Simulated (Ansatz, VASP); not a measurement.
One calculation of W, two programs

INCAR

```
SYSTEM = W
PREC     = Accurate       ! precision mode
ENCUT    = 520            ! plane-wave cutoff, eV
EDIFF    = 1E-7           ! SCF threshold, eV
ISMEAR   = 0              ! smearing method
SIGMA    = 0.15           ! smearing width, eV
LREAL    = .FALSE.        ! projectors in reciprocal space
LASPH    = .TRUE.         ! aspherical terms in the spheres
NELM     = 100            ! most SCF steps
ALGO     = Fast           ! electronic algorithm
ISIF     = 2              ! what is computed and relaxed
LWAVE    = .FALSE.        ! write WAVECAR
LCHARG   = .TRUE.         ! write CHGCAR
GGA      = PS             ! functional
LELF     = .TRUE.         ! ELF
LVHAR    = .TRUE.       
NBANDS   = 51             ! bands
```

File KPOINTS:

```
Automatic mesh
0
G
  24 24 5
  0 0 0
```

Contents of POSCAR:

```
W
1.0
    1.9989957669     -1.9989957669      0.0000000000
    1.9989957669      0.0000000000     -1.9989957669
    8.8620084714      8.8620084714      8.8620084714
W
6
Direct
    0.6666666667      0.6666666667      0.0751746806
    0.0000000000      0.0000000000      0.8270718655
    0.3333333333      0.3333333333      0.2255541176
    0.6666666667      0.6666666667      0.5263129915
    0.0000000000      0.0000000000      0.3759335546
    0.3333333333      0.3333333333      0.6766924285
```

Input for Ansatz:

```yaml
crystal:
  lattice:
    - [1.9989957669, -1.9989957669, 0.0]
    - [1.9989957669, 0.0, -1.9989957669]
    - [8.8620084714, 8.8620084714, 8.8620084714]
  atoms:
    - { symbol: W, position: [0.6666666667, 0.6666666667, 0.0751746806] }
    - { symbol: W, position: [0.0, 0.0, 0.8270718655] }
    - { symbol: W, position: [0.3333333333, 0.3333333333, 0.2255541176] }
    - { symbol: W, position: [0.6666666667, 0.6666666667, 0.5263129915] }
    - { symbol: W, position: [0.0, 0.0, 0.3759335546] }
    - { symbol: W, position: [0.3333333333, 0.3333333333, 0.6766924285] }
basis:
  ecutwfc: 420
kpoints:
  mp_grid: { grid: [24, 24, 5] }
hamiltonian:
  xc: pbesol
scf:
  occupations: { method: gaussian, width: 0.15 }
output:
  forces: true
  stress: true
  eigenvalues: true
```

Alike in both runs: task single point; functional PBEsol; k mesh 24 × 24 × 5; occupations gaussian, width 0.15 eV; no spin polarisation.

|  | VASP | Ansatz |
| --- | --- | --- |
| version | VASP 6.6.1 | Ansatz 0.2.0 |
| potentials or method | VASP PAW PBE potentials, release 64 (W_sv), cutoff 520 eV | scalar-relativistic, plane waves, PAW |
| valence electrons in the cell | 84 | 84 |

Ansatz gave:

| Item | Value |
| --- | --- |
| gap on the k mesh at the Fermi level (eV) | none |
| pressure (GPa) | -7.5 |
| traceless stress, the component that is largest in VASP (GPa) | 2.20 |
| rms of the force components (eV/Å) | 0.355 |

Problem. Estimate VASP's values.

Solution. gap on the k mesh at the Fermi level (eV): none; pressure (GPa): -7.0; traceless stress, the component that is largest in VASP (GPa): 2.18; rms of the force components (eV/Å): 0.364.

VASP's potentials were made for PBE, not for PBEsol. Atom by atom the forces differ by 0.010 eV/Å (rms over components). A gap of «none» marks a metal or a gap that the smearing closes. With one functional, cell and mesh, what is left measures potentials, basis and numerics.

Spin-orbit coupling is off throughout.
